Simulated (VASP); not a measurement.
**As: single point with LDA**

As:

```
As
1.0
    -1.34939    1.34939    1.34939
     1.34939   -1.34939    1.34939
     1.34939    1.34939   -1.34939
As
1
Direct
  0.00000 0.00000 0.00000
```

This cell differs from its parent crystal: volume scaled by 0.55.

```json
{
  "Program": "VASP 6.6.1",
  "Task": "single point",
  "Functional": "LDA",
  "Potentials or basis": "VASP PAW LDA potentials, release 64 (As)",
  "Cutoff": "520 eV",
  "k mesh": "18 × 18 × 18",
  "Occupations": "fermi-dirac, width 0.08 eV",
  "Spin": "no spin polarisation",
  "Dipole correction": "no",
  "Further INCAR settings": "ALGO = Normal; EDIFF = 1e-07; NBANDS = 8"
}
```

```yaml
Pressure: 215.9 GPa
```

Levels at points of the mesh, in eV from the Fermi level:
```
           k point  band 1  band 2  band 3  band 4  band 5  band 6  band 7  band 8
(0.00, 0.00, 0.00)  -23.66   13.44   13.44   13.44   16.75   16.75   16.75   19.15
(0.50, 0.00, 0.00)  -13.03  -13.01    4.05    7.08    9.16   11.46   26.26   26.86
(0.50, 0.50, 0.50)   -4.64   -4.64   -4.64   -1.76    1.04    1.04   33.32   33.50
```

It took 7.2 s on 1 thread of Intel Xeon 6975P-C (shared host), peak memory 0.12 GiB.
